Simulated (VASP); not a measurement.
## ZrS2: single point with PBE+D3(BJ)+U

The system is ZrS2.

```
Zr S
1.0
     3.92040    0.00000    0.00000
    -1.96020    3.39517    0.00000
     0.00000    0.00000    6.08400
Zr S
1 2
Direct
  0.00000 0.00000 0.00000
  0.33333 0.66667 0.24920
  0.66667 0.33333 0.75080
```

* Program: VASP 6.6.1
* Task: single point
* Functional: PBE
* Dispersion: D3(BJ)
* Potentials or basis: VASP PAW PBE potentials, release 64 (Zr_sv, S)
* Cutoff: 500 eV
* k mesh: 12 × 12 × 6
* Occupations: gaussian, width 0.05 eV
* Spin: no spin polarisation
* Hubbard terms: Zr d U = 4.0 eV

```
Pressure                   : -10.6 GPa
Largest force              : 1.291 eV/Å
Band gap on the k mesh     : 1.33 eV (least direct gap 1.86 eV)
Dispersion energy per atom : -0.289 eV
```

Forces on the atoms (eV/Å):
```
Zr   0.000  0.000  0.000
S    0.000  0.000 -1.291
S    0.000  0.000  1.291
```

Stress tensor (GPa, compression positive):
```
-11.54   0.00   0.00
  0.00 -11.54   0.00
  0.00   0.00  -8.63
```

Levels at points of the mesh, in eV from the valence-band top:
```
           k point  band 9  band 10  band 11  band 12  band 13  band 14  band 15  band 16
(0.00, 0.00, 0.00)   -2.40    -0.35    -0.35     0.00     1.86     1.86     2.44     4.19
(0.50, 0.00, 0.00)   -2.10    -1.99    -1.69    -1.37     1.34     3.15     3.24     4.78
(0.00, 0.00, 0.50)   -2.36    -1.48    -0.47    -0.47     1.83     1.83     2.48     4.48
(0.50, 0.00, 0.50)   -2.25    -1.85    -1.14    -0.82     1.33     3.13     3.26     4.45
```

Eigenvalues of the final occupation matrices:
```tsv
site	spin	trace	eigenvalues
site 1 d	1	0.55	0.05 0.06 0.06 0.19 0.19
site 1 d	2	0.55	0.05 0.06 0.06 0.19 0.19
```

Wall time 110 s on 1 thread of Oxide Virtual Turin-like Processor, with other jobs on the host, peak memory 0.26 GiB.

Caveat: the cell stands under tension; forces of over 1 eV/Å act on the atoms, so gaps and moduli don't describe the material at rest. A k mesh can miss the band edges.
